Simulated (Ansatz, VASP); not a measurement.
Given: the input of a run of Ansatz 0.2.0 on Ti3Se.

input.yaml

```yaml
crystal:
  lattice:
    - [3.1759855858, 0.0, 0.0]
    - [-1.5879927929, 2.7504841993, 0.0]
    - [0.0, 0.0, 7.8894363804]
  atoms:
    - { symbol: Se, position: [0.0, 0.0, 0.0] }
    - { symbol: Ti, position: [0.6666666667, 0.3333333333, 0.5] }
    - { symbol: Ti, position: [0.3333333333, 0.6666666667, 0.772902] }
    - { symbol: Ti, position: [0.3333333333, 0.6666666667, 0.227098] }
hamiltonian:
  xc: r2scan
  pseudopotentials: { kind: paw }
kpoints:
  mp_grid: { grid: [10, 10, 4] }
scf:
  occupations: { method: fermi_dirac, width: 0.05 }
output:
  forces: true
  stress: true
  eigenvalues: true
```

Potentials or basis: Ansatz PAW.

The run is started by

```console
$ ansatz run input.yaml --threads 2 --pin off --max-ram 5632MiB --backend cpu --events-out ev --progress --plain --runs-dir out
```

Translate it to VASP 6.6.1. Potentials there: VASP PAW PBE potentials, release 64 (Se, Ti_sv).

As run (the cutoff follows the program's own potentials):

Contents of POSCAR:

```
Ti3Se
1.0
    3.1759855858      0.0000000000      0.0000000000
   -1.5879927929      2.7504841993      0.0000000000
    0.0000000000      0.0000000000      7.8894363804
Se Ti
1 3
Direct
    0.0000000000      0.0000000000      0.0000000000
    0.6666666667      0.3333333333      0.5000000000
    0.3333333333      0.6666666667      0.7729020000
    0.3333333333      0.6666666667      0.2270980000
```

The input INCAR.step1:

```
PREC = Accurate
ENCUT = 520
ISMEAR = -1
SIGMA = 0.05
LREAL = False
LASPH = True
NELM = 80
NBANDS = 29
GGA = PE
ALGO = Normal
EDIFF = 1E-4
LWAVE = True
LCHARG = False
```

The input INCAR.step2:

```
PREC = Accurate
ENCUT = 520
EDIFF = 1E-6
ISMEAR = -1
SIGMA = 0.05
LREAL = False
LASPH = True
NELM = 80
ALGO = Normal
ISIF = 2
LWAVE = False
LCHARG = False
METAGGA = R2SCAN
LMIXTAU = True
NBANDS = 29
ISTART = 1
```

The input KPOINTS:

```
regular mesh
0
Gamma
  10 10 4
```

Potentials or basis: VASP PAW PBE potentials, release 64 (Se, Ti_sv).

Launch:

```sh
$ cat potpaw_PBE.64/Se/POTCAR potpaw_PBE.64/Ti_sv/POTCAR > POTCAR
$ cp INCAR.step1 INCAR
$ mpirun -np 1 vasp_std > vasp.out
$ cp INCAR.step2 INCAR
$ mpirun -np 1 vasp_std > vasp.out
```

Both were run:

|  | VASP | Ansatz | Ansatz less VASP |
| --- | --- | --- | --- |
| gap on the k mesh at the Fermi level (eV) | none | none | - |
| pressure (GPa) | 2.2 | 1.8 | -0.42 |
| traceless stress, the component that is largest in VASP (GPa) | -0.24 | -0.28 | -0.046 |
| rms of the force components (eV/Å) | 0.009 | 0.001 | -0.0079 |

VASP's potentials were made for PBE, not for r2SCAN. Atom by atom the forces differ by 0.010 eV/Å (rms over components). A gap of «none» marks a metal or a gap that the smearing closes. VASP's potentials hold 42 valence electrons a cell and Ansatz's 52, so a difference there can come from the potentials and not from the codes.
